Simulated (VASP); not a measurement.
Runs of VASP 6.6.1 on Al. The structure is that of space group P6_3/mmc (No. 194), or close to it. The cells are those of the table. 

```tsv
task	cell	cutoff (eV)	gap on the mesh (eV)	pressure (GPa)
single point	a = 2.822, b = 2.822, c = 4.680 Å, angles 90.0, 90.0, 120.0°, 2 atoms	520	none	2.4
single point	a = 2.878, b = 2.878, c = 4.779 Å, angles 90.0, 90.0, 120.0°, 2 atoms	520	none	-2.1
relaxation of shape and atoms at fixed volume	relaxed from a = 2.879, b = 2.879, c = 4.775 Å, angles 90.0, 90.0, 120.0°, 2 atoms	600	none	-2.1
single point	a = 2.940, b = 2.940, c = 4.891 Å, angles 90.0, 90.0, 120.0°, 2 atoms	520	none	-5.7
single point	a = 2.766, b = 2.766, c = 4.572 Å, angles 90.0, 90.0, 120.0°, 2 atoms	520	none	8.6
single point	a = 2.905, b = 2.905, c = 4.825 Å, angles 90.0, 90.0, 120.0°, 2 atoms	520	none	-3.8
single point	a = 2.736, b = 2.736, c = 4.518 Å, angles 90.0, 90.0, 120.0°, 2 atoms	520	none	12.6
relaxation of shape and atoms at fixed volume	relaxed from a = 2.942, b = 2.942, c = 4.885 Å, angles 90.0, 90.0, 120.0°, 2 atoms	600	none	-5.7
single point	a = 2.795, b = 2.795, c = 4.624 Å, angles 90.0, 90.0, 120.0°, 2 atoms	520	none	(a)
relaxation of shape and atoms at fixed volume	relaxed from a = 2.905, b = 2.905, c = 4.825 Å, angles 90.0, 90.0, 120.0°, 2 atoms	600	none	-3.8
```

Alike in all rows: level PBE; potentials or basis VASP PAW PBE potentials, release 64 (Al); no spin polarisation; k mesh 22 × 22 × 12; smearing gaussian 0.1 eV.

Q: Estimate the missing entries.

A: (a) 5.3.

Caveats: the relaxation stopped at its first step, so nothing moved (some runs).

A gap of «none» marks levels without a gap at the run's occupations.
